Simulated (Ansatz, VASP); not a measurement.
**Two plane-wave programs on B2AsN**

INCAR

```
SYSTEM = B2AsN
PREC = Accurate ; ENCUT = 520
EDIFF = 1E-7 ; ISMEAR = -1
SIGMA = 0.02 ; LREAL = .FALSE.
LASPH = .TRUE. ; NELM = 100
ALGO = Normal ; ISIF = 2
LWAVE = .FALSE. ; LCHARG = .FALSE.
GGA = PE ; NBANDS = 16
```

KPOINTS

```
regular mesh
0
G
  8 8 6
  0 0 0
```

Contents of POSCAR:

```
B2AsN
1.0
    2.9655412835      0.0000000000      0.0000000000
    0.0000000000      2.9655412835      0.0000000000
    0.0000000000      0.0000000000      4.2551502852
N B As
1 2 1
Direct
    0.0000000000      0.0000000000      0.0000000000
    0.0000000000      0.5000000000      0.8031805781
    0.5000000000      0.0000000000      0.1968194219
    0.5000000000      0.5000000000      0.5000000000
```

Input for Ansatz:

```yaml
crystal:
  lattice:
    - [2.9655412835, 0.0, 0.0]
    - [0.0, 2.9655412835, 0.0]
    - [0.0, 0.0, 4.2551502852]
  atoms:
    - { symbol: "N", position: [0.0, 0.0, 0.0] }
    - { symbol: B, position: [0.0, 0.5, 0.8031805781] }
    - { symbol: As, position: [0.5, 0.5, 0.5] }
    - { symbol: B, position: [0.5, 0.0, 0.1968194219] }
kpoints:
  mp_grid: { grid: [8, 8, 6] }
hamiltonian:
  xc: pbe
scf:
  occupations: { method: fermi_dirac, width: 0.02 }
  n_extra_bands: 5
output:
  forces: true
  stress: true
  eigenvalues: true
```

Alike in both runs: task single point; functional PBE; k mesh 8 × 8 × 6; occupations fermi-dirac, width 0.02 eV; no spin polarisation.

|  | VASP | Ansatz |
| --- | --- | --- |
| version | VASP 6.6.1 | Ansatz 0.2.0 |
| potentials or method | VASP PAW PBE potentials, release 64 (N, B, As) | plane waves, PAW |
| plane-wave cutoff (eV) | 520 | 420 |
| valence electrons in the cell | 16 | 26 |

|  | VASP | Ansatz | Ansatz less VASP |
| --- | --- | --- | --- |
| pressure (GPa) | 7.5 | 6.6 | -0.96 |
| rms of the force components (eV/Å) | 0.113 | 0.069 | -0.0435 |

With one functional, cell and mesh, what is left measures potentials, basis and numerics. VASP's potentials hold 16 valence electrons a cell and Ansatz's 26, so a difference there can come from the potentials and not from the codes.
